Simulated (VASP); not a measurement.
# GdAl2N3 (R-3m) in VASP: notebook

Runs on GdAl2N3. Level: PBE. Tasks: single point.

All numbers are computed with VASP 6.6.1; they aren't measurements. Logs are shortened: lines on timing, memory, paths and dates and some standing lists are left out, and cuts for length are marked.

**1. The cell of the first run**

It takes space group R-3m (No. 166, trigonal). Conventional cell: a = 5.193 Å, b = 5.193 Å, c = 10.963 Å, α = 90.00°, β = 90.00°, γ = 120.00°. Gd (site symmetry -3m) has 6 N at 2.36 Å and 6 Al at 3.03 Å within 3.1 Å. Within 3.5 Å of Al (site symmetry 3m) lie 9 N at 2.69 to 2.96 Å and 4 Al at 2.85 to 3.11 Å and 3 Gd at 3.03 Å. N (site symmetry 2/m) has 2 Gd at 2.36 Å and 4 N at 2.60 Å and 6 Al at 2.69 to 2.96 Å within 3.1 Å.

**2. Single point, PBE, collinear spin, ferromagnetic start**

Contents of INCAR:

```
SYSTEM = GdAl2N3
  PREC = Accurate
  ENCUT = 520
  EDIFF = 1E-7
  ISMEAR = 0
  SIGMA = 0.1
  LREAL = .FALSE.
  LASPH = .TRUE.
  NELM = 150
  ALGO = Normal
  ISIF = 2
  LWAVE = .FALSE.
  LCHARG = .TRUE.
  ISPIN = 2
  MAGMOM = 7 0 0 0 0 0
  LORBIT = 11
  LMAXMIX = 6
  GGA = PE
  LELF = .TRUE.
  LVHAR = .TRUE.
  NBANDS = 32
```

Contents of KPOINTS:

```
Automatic mesh
0
G
  6 6 6
  0 0 0
```

Contents of POSCAR:

```
GdAl2N3
1.0
    2.5967127400      1.4992128000      3.6542160500
   -2.5967127400      1.4992128000      3.6542160500
    0.0000000000     -2.9984256000      3.6542160500
Gd Al N
1 2 3
Direct
    0.0000000000      0.0000000000      0.0000000000
    0.6297956100      0.6297956100      0.6297956100
    0.3702043900      0.3702043900      0.3702043900
    0.0000000000      0.0000000000      0.5000000000
    0.5000000000      0.0000000000      0.0000000000
    0.0000000000      0.5000000000      0.0000000000
```

Potentials or basis: VASP PAW PBE potentials, release 64 (Gd, Al, N).

Command:

```
$ cat potpaw_PBE.64/Gd/POTCAR potpaw_PBE.64/Al/POTCAR potpaw_PBE.64/N/POTCAR > POTCAR
$ mpirun -np 1 vasp_std > vasp.out
```

OUTCAR:

```text
SYSTEM = GdAl2N3
   PREC = Accurate
   ENCUT = 520
   EDIFF = 1E-7
   ISMEAR = 0
   LREAL = .FALSE.
   LASPH = .TRUE.
   NELM = 150
   ISIF = 2
   ISPIN = 2
   LORBIT = 11
   GGA = PE

 ion  position               nearest neighbor table
   1  0.000  0.000  0.000-   5 2.36   6 2.36   6 2.36   5 2.36   4 2.36   4 2.36   3 3.03   2 3.03
                             3 3.03   2 3.03   3 3.03   2 3.03
   2  0.630  0.630  0.630-   3 2.85   1 3.03   1 3.03   1 3.03   3 3.11   3 3.11   3 3.11
   3  0.370  0.370  0.370-   2 2.85   1 3.03   1 3.03   1 3.03   2 3.11   2 3.11   2 3.11
   4  0.000  0.000  0.500-   1 2.36   1 2.36
   5  0.500  0.000  0.000-   1 2.36   1 2.36
   6  0.000  0.500  0.000-   1 2.36   1 2.36

  LATTYP: Found a trigonal (rhomboedric) cell.
 ALAT       =     4.7269282852
 COS(alpha) =     0.3964409224

  Lattice vectors:

 A1 = (   2.5967127400,   1.4992128000,   3.6542160500)
 A2 = (  -2.5967127400,   1.4992128000,   3.6542160500)
 A3 = (   0.0000000000,  -2.9984256000,   3.6542160500)

Analysis of symmetry for initial positions (statically):
=====================================================================
 Subroutine PRICEL returns:
 Original cell was already a primitive cell.

 Routine SETGRP: Setting up the symmetry group for a
 trigonal (rhombohedral) supercell.

 Subroutine GETGRP returns: Found 12 space group operations
 (whereof 12 operations were pure point group operations)
 out of a pool of 12 trial point group operations.

The static configuration has the point symmetry D_3d.

Analysis of symmetry for dynamics (positions and initial velocities):
=====================================================================
 Subroutine PRICEL returns:
 Original cell was already a primitive cell.

 Routine SETGRP: Setting up the symmetry group for a
 trigonal (rhombohedral) supercell.

 Subroutine GETGRP returns: Found 12 space group operations
 (whereof 12 operations were pure point group operations)
 out of a pool of 12 trial point group operations.

The dynamic configuration has the point symmetry D_3d.

Analysis of structural, dynamic, and magnetic symmetry:
=====================================================================
 Subroutine PRICEL returns:
 Original cell was already a primitive cell.

 Routine SETGRP: Setting up the symmetry group for a
 trigonal (rhombohedral) supercell.

 Subroutine GETGRP returns: Found 12 space group operations
 (whereof 12 operations were pure point group operations)
 out of a pool of 12 trial point group operations.

The overall configuration has the point symmetry D_3d.

 Subroutine INISYM returns: Found 12 space group operations
 (whereof 12 operations are pure point group operations),
 and found     1 'primitive' translations

----------------------------------------------------------------------------------------

                                     Primitive cell

  volume of cell :      85.3557

  direct lattice vectors                    reciprocal lattice vectors
     2.596712740  1.499212800  3.654216050     0.192551141  0.111169453  0.091218836
    -2.596712740  1.499212800  3.654216050    -0.192551141  0.111169453  0.091218836
     0.000000000 -2.998425600  3.654216050     0.000000000 -0.222338906  0.091218836

  length of vectors
     4.726928285  4.726928285  4.726928286     0.240323667  0.240323667  0.240323667

  position of ions in fractional coordinates (direct lattice)
     0.000000000  0.000000000  0.000000000
     0.629795610  0.629795610  0.629795610
     0.370204390  0.370204390  0.370204390
     0.000000000  0.000000000  0.500000000
     0.500000000  1.000000000  0.000000000
     1.000000000  0.500000000  0.000000000

  ion indices of the primitive-cell ions
[... 36 lines left out ...]
  0.000000  0.000000  0.000000      1.000000
  0.166667  0.000000 -0.000000      6.000000
  0.333333  0.000000  0.000000      6.000000
  0.500000  0.000000 -0.000000      3.000000
  0.166667  0.166667  0.000000      6.000000
  0.333333  0.166667 -0.000000     12.000000
[... 16 lines left out ...]
  0.500000  0.500000  0.166667      6.000000
 -0.333333  0.500000  0.166667     12.000000
 [... further k-points ...]
   k-points           NKPTS =     32   k-points in BZ     NKDIM =     32   number of bands    NBANDS=     32
   number of dos      NEDOS =    301   number of ions     NIONS =      6
   total plane-waves  NPLWV =  46656
   dimension x,y,z NGX =    36 NGY =   36 NGZ =   36
   dimension x,y,z NGXF=    72 NGYF=   72 NGZF=   72
   ions per type =               1   2   3
   NGX,Y,Z   is equivalent  to a cutoff of  12.66, 12.66, 12.66 a.u.
   NGXF,Y,Z  is equivalent  to a cutoff of  25.32, 25.32, 25.32 a.u.
 SYSTEM =  GdAl2N3
   PREC   = accura    normal or accurate (medium, high low for compatibility)
   ISTART =      0    job   : 0-new  1-cont  2-samecut
   ICHARG =      2    charge: 1-file 2-atom 10-const
   ISPIN  =      2    spin polarized calculation?
   LNONCOLLINEAR =      F non collinear calculations
   LSORBIT =      F    spin-orbit coupling
   LASPH  =      T    aspherical Exc in radial PAW
   ENCUT  =  520.0 eV  38.22 Ry    6.18 a.u.   8.79  8.79  8.79*2*pi/ulx,y,z
   NELM   =    150;   NELMIN=  2; NELMDL= -5     # of ELM steps
   EDIFF  = 0.1E-06   stopping-criterion for ELM
   LREAL  =      F    real-space projection
   EDIFFG = 0.1E-05   stopping-criterion for IOM
   NSW    =      0    number of steps for IOM
   IBRION =     -1    ionic relax: 0-MD 1-quasi-New 2-CG
   NFREE  =      0    steps in history (QN), initial steepest desc. (CG)
   ISIF   =      2    stress and relaxation
   ISYM   =      2    0-nonsym 1-usesym 2-fastsym
   POTIM  = 0.5000    time-step for ionic-motion
   TEBEG  =    0.0;   TEEND  =   0.0 temperature during run
   PSTRESS=    0.0 pullay stress
   NELECT =      39.0000    total number of electrons
   NUPDOWN=      -1.0000    fix difference up-down
   EMIN   =  10.00;   EMAX   =-10.00  energy-range for DOS
   EFERMI =   0.00;   METHOD = LEGACY
   ISMEAR =     0;   SIGMA  =   0.10  broadening in eV -4-tet -1-fermi 0-gaus
   EFERMI_NEDOS =   21; number of points for ismear=-14 and -15
   IALGO  =     38    algorithm
   IMIX   =      4    mixing-type and parameters
     AMIX     =   0.40;   BMIX     =  1.00
     AMIX_MAG =   1.60;   BMIX_MAG =  1.00
  volume/ion in A,a.u.               =      14.23        96.00
  Fermi-wavevector in a.u.,A,eV,Ry     =   1.260914  2.382782 21.631960  1.589904
  Thomas-Fermi vector in A             =   2.394400
   LORBIT       =     11    0 simple, 1 ext, 2 COOP (PROOUT), +10 PAW based schemes
   GGA     = PE    functional components
   LHFCALC =     F    Hartree Fock is set to
   AEXX    =    0.0000 exact exchange contribution
   IVDW    =     0    specifies the selected vdW correction
   LEPSILON=     F    determine dielectric tensor
   LRPA    =     F    only Hartree local field effects (RPA)
 spin polarized calculation
 Gauss-broadening in eV      SIGMA  =   0.10
  energy-cutoff  :      520.00
  volume of cell :       85.36
 maximum number of plane-waves:      2318
   NGX = 17   NGY = 17   NGZ = 17

 number of electron      39.0000008 magnetization       6.4560478

 Free energy of the ion-electron system (eV)
  ---------------------------------------------------
  ext. energy  EPLUGINS =         0.00000000
  ---------------------------------------------------
  free energy    TOTEN  =       -38.42829868 eV

  energy without entropy =      -38.40829416  energy(sigma->0) =      -38.41829642

 E-fermi :   4.9326     XC(G=0): -10.8218

 val. band max:        4.9181750645   @ k =   0.1667   0.0000  -0.0000
 cond. band min:       4.9339810873   @ k =  -0.3333   0.3333   0.0000
 fundamental gap:      0.0158060228
 Fermi energy:         4.9326447595

 spin component 1

 k-point     1 :       0.0000    0.0000    0.0000
  band No.  band energies     occupation
      1     -38.3327      1.00000
      2     -16.0498      1.00000
      3     -16.0498      1.00000
      4     -15.8383      1.00000
      5      -9.5899      1.00000
      6      -7.4667      1.00000
[... 805 lines left out ...]
     30       9.9929      0.00000
     31      11.0735      0.00000

 [... further k-points ...]

 spin component 2

 k-point     1 :       0.0000    0.0000    0.0000
  band No.  band energies     occupation
      1     -35.3014      1.00000
      2     -14.0219      1.00000
      3     -14.0219      1.00000
      4     -13.8223      1.00000
      5      -9.6968      1.00000
      6      -7.6452      1.00000
[... 805 lines left out ...]
     30      10.2094      0.00000
     31      11.5894      0.00000

 [... further k-points ...]

 [bands above 31 left out]

------------------------ aborting loop because EDIFF is reached ----------------------------------------

  FORCE on cell =-STRESS in cart. coord.  units (eV):
  Direction    XX          YY          ZZ          XY          YZ          ZX
  --------------------------------------------------------------------------------------
  -------------------------------------------------------------------------------------
  Total        1.8950020      1.8950020     -8.9447415      0.0000000      0.0000000     -0.0000000
  in kB       35.5703060     35.5703060   -167.8980745      0.0000000      0.0000000     -0.0000000
  external PRESSURE =     -32.2524875 kB  Pullay stress =       0.0000000 kB

 VOLUME and BASIS-vectors are now :
 -----------------------------------------------------------------------------
  energy-cutoff  :      520.00
  volume of cell :       85.36
      direct lattice vectors                 reciprocal lattice vectors
     2.596712740  1.499212800  3.654216050     0.192551141  0.111169453  0.091218836
    -2.596712740  1.499212800  3.654216050    -0.192551141  0.111169453  0.091218836
     0.000000000 -2.998425600  3.654216050     0.000000000 -0.222338906  0.091218836

 POSITION                                       TOTAL-FORCE (eV/Angst)
 -----------------------------------------------------------------------------------
      0.00000      0.00000      0.00000         0.000000     -0.000000     -0.000000
      0.00000      0.00000      6.90423         0.000000      0.000000      0.775023
      0.00000      0.00000      4.05842         0.000000     -0.000000     -0.775023
      0.00000     -1.49921      1.82711         0.000000      0.000000     -0.000000
      1.29836      0.74961      1.82711        -0.000000      0.000000     -0.000000
     -1.29836      0.74961      1.82711        -0.000000      0.000000     -0.000000
 -----------------------------------------------------------------------------------
    total drift:                                0.000000      0.000000     -0.000000

  FREE ENERGIE OF THE ION-ELECTRON SYSTEM (eV)
  ---------------------------------------------------
  free  energy   TOTEN  =       -38.4282986775 eV

  energy  without entropy=      -38.4082941568  energy(sigma->0) =      -38.41829642

 total charge

# of ion       s       p       d       f       tot
--------------------------------------------------
    1        2.041   5.672   0.647   7.011  15.371
    2        0.501   0.204   0.000   0.000   0.704
    3        0.501   0.204   0.000   0.000   0.704
    4        1.338   2.108   0.000   0.000   3.446
    5        1.338   2.108   0.000   0.000   3.446
    6        1.338   2.108   0.000   0.000   3.446
--------------------------------------------------
tot          7.057  12.402   0.647   7.011  27.117

 magnetization (x)

# of ion       s       p       d       f       tot
--------------------------------------------------
    1       -0.003  -0.077   0.058   6.669   6.646
    2       -0.020   0.006   0.000   0.000  -0.014
    3       -0.020   0.006   0.000   0.000  -0.014
    4       -0.003  -0.099   0.000   0.000  -0.102
    5       -0.003  -0.099   0.000   0.000  -0.102
    6       -0.003  -0.099   0.000   0.000  -0.102
--------------------------------------------------
tot         -0.053  -0.363   0.058   6.669   6.311
```

It took 6.8 min on 1 thread of Intel Xeon Platinum 8559C (Emerald Rapids), shared host; peak memory 0.35 GiB.

What came out:

| Quantity | Value |
| --- | --- |
| Free energy | -38.4283 eV |
| Pressure | -3.2 GPa |
| Largest force | 0.775 eV/Å |
| Net moment | 6.46 μB per cell |
| Site moments | Gd +6.65; Al -0.01; N -0.10 μB |
| Valence electrons inside the program's atomic spheres | Gd 15.37; Al 0.70; N 3.45 |

Forces in eV/Å, atoms in the order of the input:
```
Gd   0.000  0.000  0.000
Al   0.000  0.000  0.775
Al   0.000  0.000 -0.775
N    0.000  0.000  0.000
N    0.000  0.000  0.000
N    0.000  0.000  0.000
```

Levels at points of the mesh, in eV from the Fermi level:
Spin up:
```
           k point  band 19  band 20  band 21  band 22  band 23  band 24  band 25  band 26  band 27  band 28
(0.00, 0.00, 0.00)    -1.42    -1.19    -1.19    -0.78    -0.78     0.71     0.85     1.30     1.36     1.36
(0.50, 0.00, 0.00)    -2.49    -2.12    -2.06    -0.94    -0.81     0.55     1.30     1.63     2.80     2.84
(0.50, 0.50, 0.00)    -2.84    -2.10    -1.68    -0.44     0.57     0.78     1.00     2.03     2.39     2.87
(0.50, 0.50, 0.50)    -2.80    -2.80    -2.53     0.78     1.03     1.03     1.10     2.96     2.96     3.53
```
Spin down:
```csv
k point,band 14,band 15,band 16,band 17,band 18,band 19
"(0.00, 0.00, 0.00)",-1.45,-0.58,-0.58,0.36,0.40,0.40
"(0.50, 0.00, 0.00)",-2.14,-1.27,-1.24,0.15,0.40,1.82
"(0.50, 0.50, 0.00)",-1.71,-0.98,0.11,0.47,0.84,1.64
"(0.50, 0.50, 0.50)",-3.10,0.60,0.88,0.88,1.00,2.13
```

Caveat: spin-orbit coupling is left out, which moves the levels of the heavy elements; a cell with one magnetic atom can't hold antiferromagnetic order, which such compounds often take; without U or exact exchange the open f shell lies at the Fermi level, which spoils levels, moments and volumes. The state reached can hang on the start; a lower one may exist.

**3. Single point, PBE, collinear spin, ferromagnetic start**

This run uses another cell than the first one, of 18.08 Å³/atom, 1.271 times its volume.

Contents of INCAR:

```
PREC = Accurate
ENCUT = 520
EDIFF = 1E-6
ISMEAR = 0
SIGMA = 0.1
LREAL = F
LASPH = T
NELM = 150
ALGO = Normal
ISIF = 2
LWAVE = F
LCHARG = F
ISPIN = 2
MAGMOM = 7 0 0 0 0 0
LORBIT = 11
LMAXMIX = 6
GGA = PE
NBANDS = 32
```

Contents of KPOINTS:

```
Automatic mesh
0
Gamma
  6 6 6
```

Contents of POSCAR:

```
GdAl2N3
1.0
    2.8846309661      1.6654424648      3.7640641760
   -2.8846309661      1.6654424648      3.7640641760
    0.0000000000     -3.3308849295      3.7640641760
Gd Al N
1 2 3
Direct
    0.0000000000      0.0000000000      0.0000000000
    0.7670018344      0.7670018344      0.7670018344
    0.2329981656      0.2329981656      0.2329981656
    0.0000000000      0.0000000000      0.5000000000
    0.5000000000      0.0000000000      0.0000000000
    0.0000000000      0.5000000000      0.0000000000
```

Potentials or basis: VASP PAW PBE potentials, release 64 (Gd, Al, N).

Command:

```
$ cat potpaw_PBE.64/Gd/POTCAR potpaw_PBE.64/Al/POTCAR potpaw_PBE.64/N/POTCAR > POTCAR
$ mpirun -np 1 vasp_std > vasp.out
```

Run time: 8.4 min. Hardware: 1 thread of Intel Xeon Platinum 8559C (Emerald Rapids), shared host; peak memory 0.43 GiB.

Results (log left out):

| Item | Value |
| --- | --- |
| Free energy | -46.2083 eV |
| Pressure | 0.3 GPa |
| Largest force | 0.017 eV/Å |
| Net moment | 6.68 μB per cell |
| Site moments | Gd +6.75; Al +0.01; N -0.09 μB |
| Valence electrons inside the program's atomic spheres | Gd 15.21; Al 0.82; N 3.72 |

Forces in eV/Å, atoms in the order of the input:
```
Gd   0.000  0.000  0.000
Al   0.000  0.000 -0.017
Al   0.000  0.000  0.017
N    0.000  0.000  0.000
N    0.000  0.000  0.000
N    0.000  0.000  0.000
```

Stress tensor (GPa, compression positive):
```
0.32 0.00 0.00
0.00 0.32 0.00
0.00 0.00 0.15
```

Levels at points of the mesh, in eV from the Fermi level:
Spin up:
```csv
k point,band 19,band 20,band 21,band 22,band 23,band 24,band 25,band 26,band 27,band 28
"(0.00, 0.00, 0.00)",-1.92,-1.92,-1.87,-0.23,-0.23,0.63,1.73,1.73,2.95,3.19
"(0.50, 0.00, 0.00)",-2.76,-1.61,-1.42,-1.16,-0.43,0.02,1.43,3.10,3.73,4.09
"(0.50, 0.50, 0.00)",-2.85,-2.46,-1.78,-1.43,-0.14,1.26,2.08,2.85,3.81,4.45
"(0.50, 0.50, 0.50)",-2.98,-2.98,-1.16,-1.16,0.71,1.10,2.05,4.38,4.38,4.90
```
Spin down:
| k point | band 14 | band 15 | band 16 | band 17 | band 18 | band 19 |
| --- | --- | --- | --- | --- | --- | --- |
| (0.00, 0.00, 0.00) | -1.71 | -0.85 | -0.85 | 0.16 | 1.43 | 1.61 |
| (0.50, 0.00, 0.00) | -1.69 | -1.52 | -0.46 | -0.23 | 0.90 | 1.48 |
| (0.50, 0.50, 0.00) | -1.91 | -1.79 | -0.37 | 0.79 | 1.44 | 1.45 |
| (0.50, 0.50, 0.50) | -1.28 | -1.28 | 0.37 | 0.93 | 1.38 | 1.48 |

Caveat: spin-orbit coupling is left out, which moves the levels of the heavy elements; a cell with one magnetic atom can't hold antiferromagnetic order, which such compounds often take; without U or exact exchange the open f shell lies at the Fermi level, which spoils levels, moments and volumes.
